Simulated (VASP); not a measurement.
# BAs (F-43m) in VASP: notebook

The runs below take BAs through single point, with PBEsol-based screened hybrid, PBE.

Program: VASP 6.6.1. These are calculated values, not measurements. Logs are shortened: lines on timing, memory, paths and dates and some standing lists are left out, and cuts for length are marked.

## 1. The cell of the first run

It takes space group F-43m (No. 216, cubic). The conventional cell has a = 4.840 Å, b = 4.840 Å, c = 4.840 Å, α = 90.00°, β = 90.00°, γ = 90.00°. Within 2.8 Å of As (site symmetry -43m) lie 4 B at 2.10 Å. Within 2.8 Å of B (site symmetry -43m) lie 4 As at 2.10 Å.

## 2. Single point, PBEsol-based screened hybrid

Contents of POSCAR:

```
BAs
1.0
    0.0000000000      2.4199312360      2.4199312360
    2.4199312360      0.0000000000      2.4199312360
    2.4199312360      2.4199312360      0.0000000000
As B
1 1
Direct
    0.7500000000      0.7500000000      0.7500000000
    0.0000000000      0.0000000000      0.0000000000
```

Contents of INCAR.step1:

```
PREC = Accurate
ENCUT = 520
EDIFF = 1E-5
ISMEAR = -1
SIGMA = 0.05
LREAL = False
LASPH = True
NELM = 80
ALGO = Normal
ISIF = 2
LWAVE = True
LCHARG = False
NBANDS = 11
GGA = PE
```

Contents of INCAR.step2:

```
PREC = Accurate
ENCUT = 520
EDIFF = 1E-6
ISMEAR = -1
SIGMA = 0.05
LREAL = False
LASPH = True
NELM = 80
ALGO = Normal
ISIF = 2
LWAVE = False
LCHARG = False
GGA = PS
LHFCALC = True
AEXX = 0.25
HFSCREEN = 0.207
PRECFOCK = Normal
NBANDS = 11
ISTART = 1
```

Contents of KPOINTS:

```
regular mesh
0
Gamma
  5 5 5
```

Potentials or basis: VASP PAW PBE potentials, release 64 (As, B).

Run with:

```console
$ cat potpaw_PBE.64/As/POTCAR potpaw_PBE.64/B/POTCAR > POTCAR
$ cp INCAR.step1 INCAR
$ mpirun -np 1 vasp_std > vasp.out
$ cp INCAR.step2 INCAR
$ mpirun -np 1 vasp_std > vasp.out
```

OUTCAR:

```text
PREC = Accurate
   ENCUT = 520
   EDIFF = 1E-6
   ISMEAR = -1
   LREAL = False
   LASPH = True
   NELM = 80
   ISIF = 2
   GGA = PS
   LHFCALC = True
   AEXX = 0.25
   HFSCREEN = 0.207
   PRECFOCK = Normal
   ISTART = 1

 ion  position               nearest neighbor table
   1  0.750  0.750  0.750-   2 2.10   2 2.10   2 2.10   2 2.10
   2  0.000  0.000  0.000-   1 2.10   1 2.10   1 2.10   1 2.10

  LATTYP: Found a face centered cubic cell.
 ALAT       =     4.8398624720

  Lattice vectors:

 A1 = (   0.0000000000,   2.4199312360,   2.4199312360)
 A2 = (   2.4199312360,   0.0000000000,   2.4199312360)
 A3 = (   2.4199312360,   2.4199312360,   0.0000000000)

Analysis of symmetry for initial positions (statically):
=====================================================================
 Subroutine PRICEL returns:
 Original cell was already a primitive cell.

 Routine SETGRP: Setting up the symmetry group for a
 face centered cubic supercell.

 Subroutine GETGRP returns: Found 24 space group operations
 (whereof 24 operations were pure point group operations)
 out of a pool of 48 trial point group operations.

The static configuration has the point symmetry T_d .

Analysis of symmetry for dynamics (positions and initial velocities):
=====================================================================
 Subroutine PRICEL returns:
 Original cell was already a primitive cell.

 Routine SETGRP: Setting up the symmetry group for a
 face centered cubic supercell.

 Subroutine GETGRP returns: Found 24 space group operations
 (whereof 24 operations were pure point group operations)
 out of a pool of 48 trial point group operations.

The dynamic configuration has the point symmetry T_d .

 Subroutine INISYM returns: Found 24 space group operations
 (whereof 24 operations are pure point group operations),
 and found     1 'primitive' translations

----------------------------------------------------------------------------------------

                                     Primitive cell

  volume of cell :      28.3426

  direct lattice vectors                    reciprocal lattice vectors
     0.000000000  2.419931236  2.419931236    -0.206617441  0.206617441  0.206617441
     2.419931236  0.000000000  2.419931236     0.206617441 -0.206617441  0.206617441
     2.419931236  2.419931236  0.000000000     0.206617441  0.206617441 -0.206617441

[... 82 lines left out ...]
   EFERMI =   0.00;   METHOD = LEGACY
   ISMEAR =    -1;   SIGMA  =   0.05  broadening in eV -4-tet -1-fermi 0-gaus
   EFERMI_NEDOS =   21; number of points for ismear=-14 and -15
   IALGO  =     38    algorithm
   IMIX   =      1    mixing-type and parameters
     AMIX     =   0.40;   BMIX     =  1.00
     AMIX_MAG =   1.60;   BMIX_MAG =  1.00
  volume/ion in A,a.u.               =      14.17        95.63
  Fermi-wavevector in a.u.,A,eV,Ry     =   1.073887  2.029352 15.690683  1.153233
  Thomas-Fermi vector in A             =   2.209699
   LORBIT       =      0    0 simple, 1 ext, 2 COOP (PROOUT), +10 PAW based schemes
   GGA     = PS    functional components
   LHFCALC =     T    Hartree Fock is set to
   PRECFOCK=normal    Normal, Fast or Accurate (Low or Medium for compatibility)
   ENCUT4O =  -1.0   cutoff for four orbital integrals eV
   NKREDX  =     1    reduce k-point grid by
   NKREDY  =     1    reduce k-point grid by
   NKREDZ  =     1    reduce k-point grid by
   AEXX    =    0.2500 exact exchange contribution
   HFSCREEN=    0.2070 screening length (either q_TF or 0.3 A-1)
   HFSCREENC=   0.2070 screening length for correlation (either q_TF or 0.3 A-1)
   ENCUTFOCK=  -1.0 apply spherical cutoff to Coloumb kernel
   IVDW    =     0    specifies the selected vdW correction
   LEPSILON=     F    determine dielectric tensor
   LRPA    =     F    only Hartree local field effects (RPA)
 non-spin polarized calculation
  energy-cutoff  :      520.00
  volume of cell :       28.34
 maximum number of plane-waves:       785
 NGX is ok and might be reduce to    28
  NGX = 20; NGY = 20; NGZ = 20

 number of electron       8.0000000 magnetization

 Free energy of the ion-electron system (eV)
  ---------------------------------------------------
  ext. energy  EPLUGINS =         0.00000000
  ---------------------------------------------------
  free energy    TOTEN  =       -13.70353074 eV

  energy without entropy =      -13.70353074  energy(sigma->0) =      -13.70353074

 E-fermi :   6.1245     XC(G=0):  -8.7111

 val. band max:        5.2324005499   @ k =   0.0000   0.0000   0.0000
 cond. band min:       7.0554900488   @ k =   0.4000   0.4000   0.0000
 fundamental gap:      1.8230894989
 Fermi energy:         6.1245402354

 k-point     1 :       0.0000    0.0000    0.0000
  band No.  band energies     occupation
      1     -11.3636      2.00000
      2       5.2324      2.00000
      3       5.2324      2.00000
      4       5.2324      2.00000
      5       9.2804      0.00000
      6       9.2804      0.00000
      7       9.2804      0.00000
      8      10.5717      0.00000
      9      15.5050      0.00000
     10      19.1256      0.00000
     11      19.1256      0.00000
[... 113 lines left out ...]
 k-point    10 :      -0.4000    0.4000    0.2000
  band No.  band energies     occupation
      1      -7.4067      2.00000
      2      -3.0419      2.00000
      3      -0.5021      2.00000
      4       0.8903      2.00000
      5      10.4716      0.00000
      6      11.3591      0.00000
      7      12.1571      0.00000
      8      15.9368      0.00000
      9      17.3366      0.00000
     10      20.3695      0.00000
     11      22.8500      0.00000

------------------------ aborting loop because EDIFF is reached ----------------------------------------

  FORCE on cell =-STRESS in cart. coord.  units (eV):
  Direction    XX          YY          ZZ          XY          YZ          ZX
  --------------------------------------------------------------------------------------
  -------------------------------------------------------------------------------------
  Total       -1.3665686     -1.3665686     -1.3665686      0.0000000      0.0000000      0.0000000
  in kB      -77.2507939    -77.2507939    -77.2507939      0.0000000      0.0000000      0.0000000
  external PRESSURE =     -77.2507939 kB  Pullay stress =       0.0000000 kB

 VOLUME and BASIS-vectors are now :
 -----------------------------------------------------------------------------
  energy-cutoff  :      520.00
  volume of cell :       28.34
      direct lattice vectors                 reciprocal lattice vectors
     0.000000000  2.419931236  2.419931236    -0.206617441  0.206617441  0.206617441
     2.419931236  0.000000000  2.419931236     0.206617441 -0.206617441  0.206617441
     2.419931236  2.419931236  0.000000000     0.206617441  0.206617441 -0.206617441

 POSITION                                       TOTAL-FORCE (eV/Angst)
 -----------------------------------------------------------------------------------
      3.62990      3.62990      3.62990        -0.000000     -0.000000     -0.000000
      0.00000      0.00000      0.00000         0.000000      0.000000      0.000000
 -----------------------------------------------------------------------------------
    total drift:                                0.000000      0.000000      0.000000

  FREE ENERGIE OF THE ION-ELECTRON SYSTEM (eV)
  ---------------------------------------------------
  free  energy   TOTEN  =       -13.7035307388 eV

  energy  without entropy=      -13.7035307372  energy(sigma->0) =      -13.70353074
```

It took 2.3 min on 1 thread of AMD EPYC 7R13 (Zen 3), shared host; peak memory 0.24 GiB.

What came out:

```
Free energy            : -13.7035 eV
Pressure               : -7.7 GPa
Band gap on the k mesh : 1.82 eV, indirect (least direct gap 4.05 eV)
```

Caveat: the k points lie up to 0.45 Å⁻¹ apart; the PAW data sets were made with another functional, which shifts forces and pressure a little.

## 3. Single point, PBEsol-based screened hybrid

This run uses another cell than the first one, of 14.44 Å³/atom, 1.019 times its volume.

Contents of POSCAR:

```
BAs
1.0
    0.0000000000      2.4353452264      2.4353452264
    2.4353452264      0.0000000000      2.4353452264
    2.4353452264      2.4353452264      0.0000000000
As B
1 1
Direct
    0.7500000000      0.7500000000      0.7500000000
    0.0000000000      0.0000000000      0.0000000000
```

Contents of INCAR.step1:

```
PREC     = Accurate       # precision mode
ENCUT    = 520            # plane-wave cutoff, eV
EDIFF    = 1E-5           # SCF threshold, eV
ISMEAR   = -1             # smearing method
SIGMA    = 0.05           # smearing width, eV
LREAL    = F              # projectors in reciprocal space
LASPH    = T              # aspherical terms in the spheres
NELM     = 80             # most SCF steps
ALGO     = Normal         # electronic algorithm
ISIF     = 2              # what is computed and relaxed
LWAVE    = T              # write WAVECAR
LCHARG   = F              # write CHGCAR
GGA      = PE             # functional
NBANDS   = 11             # bands
```

Contents of INCAR.step2:

```
PREC     = Accurate       # precision mode
ENCUT    = 520            # plane-wave cutoff, eV
EDIFF    = 1E-7           # SCF threshold, eV
ISMEAR   = -1             # smearing method
SIGMA    = 0.05           # smearing width, eV
LREAL    = F              # projectors in reciprocal space
LASPH    = T              # aspherical terms in the spheres
NELM     = 80             # most SCF steps
ALGO     = Normal         # electronic algorithm
ISIF     = 2              # what is computed and relaxed
LWAVE    = F              # write WAVECAR
LCHARG   = F              # write CHGCAR
GGA      = PS             # functional
LHFCALC  = T              # exact exchange
AEXX     = 0.25           # exact-exchange fraction
HFSCREEN = 0.207          # screening, 1/A
PRECFOCK = Normal       
ISTART   = 1            
NBANDS   = 11             # bands
```

KPOINTS is that of step 2.

Potentials or basis: VASP PAW PBE potentials, release 64 (As, B).

Run with:

```console
$ cat potpaw_PBE.64/As/POTCAR potpaw_PBE.64/B/POTCAR > POTCAR
$ cp INCAR.step1 INCAR
$ mpirun -np 1 vasp_std > vasp.out
$ cp INCAR.step2 INCAR
$ mpirun -np 1 vasp_std > vasp.out
```

OUTCAR:

```text
PREC = Accurate
   ENCUT = 520
   EDIFF = 1E-7
   ISMEAR = -1
   LREAL = F
   LASPH = T
   NELM = 80
   ISIF = 2
   GGA = PS
   LHFCALC = T
   AEXX = 0.25
   HFSCREEN = 0.207
   PRECFOCK = Normal
   ISTART = 1

 ion  position               nearest neighbor table
   1  0.750  0.750  0.750-   2 2.11   2 2.11   2 2.11   2 2.11
   2  0.000  0.000  0.000-   1 2.11   1 2.11   1 2.11   1 2.11

  LATTYP: Found a face centered cubic cell.
 ALAT       =     4.8706904528

  Lattice vectors:

 A1 = (   0.0000000000,   2.4353452264,   2.4353452264)
 A2 = (   2.4353452264,   0.0000000000,   2.4353452264)
 A3 = (   2.4353452264,   2.4353452264,   0.0000000000)

Analysis of symmetry for initial positions (statically):
=====================================================================
 Subroutine PRICEL returns:
 Original cell was already a primitive cell.

 Routine SETGRP: Setting up the symmetry group for a
 face centered cubic supercell.

 Subroutine GETGRP returns: Found 24 space group operations
 (whereof 24 operations were pure point group operations)
 out of a pool of 48 trial point group operations.

The static configuration has the point symmetry T_d .

Analysis of symmetry for dynamics (positions and initial velocities):
=====================================================================
 Subroutine PRICEL returns:
 Original cell was already a primitive cell.

 Routine SETGRP: Setting up the symmetry group for a
 face centered cubic supercell.

 Subroutine GETGRP returns: Found 24 space group operations
 (whereof 24 operations were pure point group operations)
 out of a pool of 48 trial point group operations.

The dynamic configuration has the point symmetry T_d .

 Subroutine INISYM returns: Found 24 space group operations
 (whereof 24 operations are pure point group operations),
 and found     1 'primitive' translations

----------------------------------------------------------------------------------------

[... 112 lines left out ...]
   ENCUTFOCK=  -1.0 apply spherical cutoff to Coloumb kernel
   IVDW    =     0    specifies the selected vdW correction
   LEPSILON=     F    determine dielectric tensor
   LRPA    =     F    only Hartree local field effects (RPA)
 non-spin polarized calculation
  energy-cutoff  :      520.00
  volume of cell :       28.89
 maximum number of plane-waves:       794
 NGX is ok and might be reduce to    28
  NGX = 20; NGY = 20; NGZ = 20

 number of electron       7.9999999 magnetization

 Free energy of the ion-electron system (eV)
  ---------------------------------------------------
  ext. energy  EPLUGINS =         0.00000000
  ---------------------------------------------------
  free energy    TOTEN  =       -13.67358698 eV

  energy without entropy =      -13.67358698  energy(sigma->0) =      -13.67358698

 E-fermi :   5.9308     XC(G=0):  -8.6497

 val. band max:        5.0319619930   @ k =   0.0000   0.0000   0.0000
 cond. band min:       6.8714703034   @ k =   0.4000   0.4000   0.0000
 fundamental gap:      1.8395083104
 Fermi energy:         5.9308209893

 k-point     1 :       0.0000    0.0000    0.0000
  band No.  band energies     occupation
      1     -11.3861      2.00000
      2       5.0320      2.00000
      3       5.0320      2.00000
      4       5.0320      2.00000
      5       9.0560      0.00000
      6       9.0560      0.00000
      7       9.0560      0.00000
      8      10.1150      0.00000
      9      15.2059      0.00000
     10      18.8440      0.00000
     11      18.8440      0.00000
[... 113 lines left out ...]
 k-point    10 :      -0.4000    0.4000    0.2000
  band No.  band energies     occupation
      1      -7.5171      2.00000
      2      -3.1626      2.00000
      3      -0.5874      2.00000
      4       0.7812      2.00000
      5      10.2424      0.00000
      6      11.1151      0.00000
      7      11.8596      0.00000
      8      15.5855      0.00000
      9      17.0156      0.00000
     10      20.0046      0.00000
     11      22.4201      0.00000

------------------------ aborting loop because EDIFF is reached ----------------------------------------

  FORCE on cell =-STRESS in cart. coord.  units (eV):
  Direction    XX          YY          ZZ          XY          YZ          ZX
  --------------------------------------------------------------------------------------
  -------------------------------------------------------------------------------------
  Total       -1.7891312     -1.7891312     -1.7891312      0.0000000      0.0000000      0.0000000
  in kB      -99.2295870    -99.2295870    -99.2295870      0.0000000      0.0000000      0.0000000
  external PRESSURE =     -99.2295870 kB  Pullay stress =       0.0000000 kB

 VOLUME and BASIS-vectors are now :
 -----------------------------------------------------------------------------
  energy-cutoff  :      520.00
  volume of cell :       28.89
      direct lattice vectors                 reciprocal lattice vectors
     0.000000000  2.435345226  2.435345226    -0.205309701  0.205309701  0.205309701
     2.435345226  0.000000000  2.435345226     0.205309701 -0.205309701  0.205309701
     2.435345226  2.435345226  0.000000000     0.205309701  0.205309701 -0.205309701

 POSITION                                       TOTAL-FORCE (eV/Angst)
 -----------------------------------------------------------------------------------
      3.65302      3.65302      3.65302        -0.000000     -0.000000     -0.000000
      0.00000      0.00000      0.00000         0.000000      0.000000      0.000000
 -----------------------------------------------------------------------------------
    total drift:                                0.000000      0.000000      0.000000

  FREE ENERGIE OF THE ION-ELECTRON SYSTEM (eV)
  ---------------------------------------------------
  free  energy   TOTEN  =       -13.6735869831 eV

  energy  without entropy=      -13.6735869817  energy(sigma->0) =      -13.67358698
```

OUTCAR.step1:

```text
PREC = Accurate
   ENCUT = 520
   EDIFF = 1E-5
   ISMEAR = -1
   LREAL = F
[... 345 lines left out ...]
      3.65302      3.65302      3.65302         0.000000      0.000000      0.000000
      0.00000      0.00000      0.00000        -0.000000     -0.000000     -0.000000
 -----------------------------------------------------------------------------------
    total drift:                                0.000000      0.000000      0.000000

  FREE ENERGIE OF THE ION-ELECTRON SYSTEM (eV)
  ---------------------------------------------------
  free  energy   TOTEN  =       -11.3466148602 eV

  energy  without entropy=      -11.3466144435  energy(sigma->0) =      -11.34661465
```

OSZICAR.step1:

```text
N       E                     dE             d eps       ncg     rms          rms(c)
DAV:   1     0.107931525261E+02    0.10793E+02   -0.35618E+03   220   0.625E+02
DAV:   2    -0.110606303546E+02   -0.21854E+02   -0.20780E+02   304   0.100E+02
DAV:   3    -0.118870855352E+02   -0.82646E+00   -0.82290E+00   276   0.174E+01
DAV:   4    -0.118903446171E+02   -0.32591E-02   -0.32589E-02   250   0.112E+00
DAV:   5    -0.118903496963E+02   -0.50792E-05   -0.50791E-05   253   0.500E-02    0.456E+00
DAV:   6    -0.114000375408E+02    0.49031E+00   -0.14567E+00   238   0.472E+00    0.223E+00
DAV:   7    -0.113521775389E+02    0.47860E-01   -0.15187E-01   252   0.194E+00    0.942E-01
DAV:   8    -0.113460844015E+02    0.60931E-02   -0.19943E-02   247   0.791E-01    0.980E-02
DAV:   9    -0.113464229304E+02   -0.33853E-03   -0.82161E-04   247   0.159E-01    0.565E-02
DAV:  10    -0.113466079146E+02   -0.18498E-03   -0.22400E-04   231   0.902E-02    0.119E-02
DAV:  11    -0.113466148602E+02   -0.69456E-05   -0.65165E-06   234   0.168E-02
   1 F= -.11346615E+02 E0= -.11346615E+02  d E =-.416705E-06
```

Wall time 2.7 min (1 thread of AMD EPYC 7R13 (Zen 3), shared host); peak memory 0.23 GiB.

Results:

| Property | Result |
| --- | --- |
| Free energy | -13.6736 eV |
| Pressure | -9.9 GPa |
| Band gap on the k mesh | 1.84 eV, indirect (least direct gap 4.02 eV) |

Caveat: the k points lie up to 0.45 Å⁻¹ apart; the PAW data sets were made with another functional, which shifts forces and pressure a little. A k mesh can miss the band edges.

## 4. Single point, PBE, non-collinear spin, zero start, spin-orbit coupling

This run uses another cell than the first one, of 13.90 Å³/atom, 0.981 times its volume.

Contents of INCAR:

```
SYSTEM = BAs
  PREC = Accurate
  ENCUT = 520
  EDIFF = 1E-6
  ISMEAR = -1
  SIGMA = 0.05
  LREAL = .False.
  LASPH = .True.
  NELM = 150
  ALGO = Normal
  ISIF = 2
  LWAVE = .False.
  LCHARG = .False.
  MAGMOM = 0 0 0 0 0 0
  LORBIT = 11
  LSORBIT = .True.
  GGA_COMPAT = .False.
  LORBMOM = .True.
  GGA = PE
  NBANDS = 20
```

Contents of KPOINTS:

```
Automatic mesh
0
Gamma
  10 10 10
  0 0 0
```

Contents of POSCAR:

```
BAs
1.0
    0.0000000000      2.4043183418      2.4043183418
    2.4043183418      0.0000000000      2.4043183418
    2.4043183418      2.4043183418      0.0000000000
As B
1 1
Direct
    0.7500000000      0.7500000000      0.7500000000
    0.0000000000      0.0000000000      0.0000000000
```

Run with:

```console
$ cat potpaw_PBE.64/As/POTCAR potpaw_PBE.64/B/POTCAR > POTCAR
$ mpirun -np 1 vasp_ncl > vasp.out
```

Wall time 56 s (1 thread of Intel Xeon 6975P-C (Granite Rapids), shared host); peak memory 0.27 GiB.

It converged, with:

* Free energy: -11.4239 eV
* Pressure: 0.7 GPa
* Net moment: 0.00 μB per cell
* Valence electrons inside the program's atomic spheres: As 2.90; B 1.82

Moments on the atoms (μB; x, y, z):
```
As  0.00 0.00 0.00
B   0.00 0.00 0.00
```

(Part 1 of 2 ends here.)
